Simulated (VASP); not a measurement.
Write the native input for VASP 6.6.1 that does the following.

| Quantity | Value |
| --- | --- |
| Task | single point |
| Functional | PBE |
| Potentials or basis | VASP PAW PBE potentials, release 64 (N, B) |
| Cutoff | 600 eV |
| k mesh | 6 × 6 × 4 |
| Occupations | gaussian, width 0.01 eV |
| Spin | no spin polarisation |
| Dipole correction | no |
| Further INCAR settings | ALGO = Normal; EDIFF = 1e-06; NBANDS = 11 |

The structure of BN lies in POSCAR:

```
BN
1.0
    2.5080409239      0.0000000000      0.0000000000
   -1.2467107647      2.1762310413      0.0000000000
   -0.6306650796     -1.0881155206      3.0225400000
N B
1 1
Direct
    0.6685060000      0.3323850000      0.9849990000
    0.9796430000      0.9834990000      0.0018060000
```

The input as run:

INCAR

```
SYSTEM = BN
ALGO = Normal
EDIFF = 1E-6
ENCUT = 600
GGA = PE
GGA_COMPAT = .FALSE.
ISIF = 2
ISMEAR = 0
LASPH = .TRUE.
LCHARG = .FALSE.
LREAL = .FALSE.
LWAVE = .FALSE.
NBANDS = 11
NELM = 120
PREC = Accurate
SIGMA = 0.01
```

KPOINTS

```
k-points
0
G
  6 6 4
  0 0 0
```

Potentials or basis: VASP PAW PBE potentials, release 64 (N, B).

Command:

```console
$ cat potpaw_PBE.64/N/POTCAR potpaw_PBE.64/B/POTCAR > POTCAR
$ mpirun -np 1 vasp_std > vasp.out
```

Results of the run:

The pressure is 4.9 GPa. The largest force is 2.725 eV/Å. The band gap on the k mesh is 2.99 eV, indirect (least direct gap 4.51 eV).

Caveat: the k points lie up to 0.52 Å⁻¹ apart; forces of over 1 eV/Å act on the atoms, so gaps and moduli don't describe the material at rest.

It took 15 s on 1 thread of Intel Xeon 8259CL (shared host), peak memory 0.14 GiB.
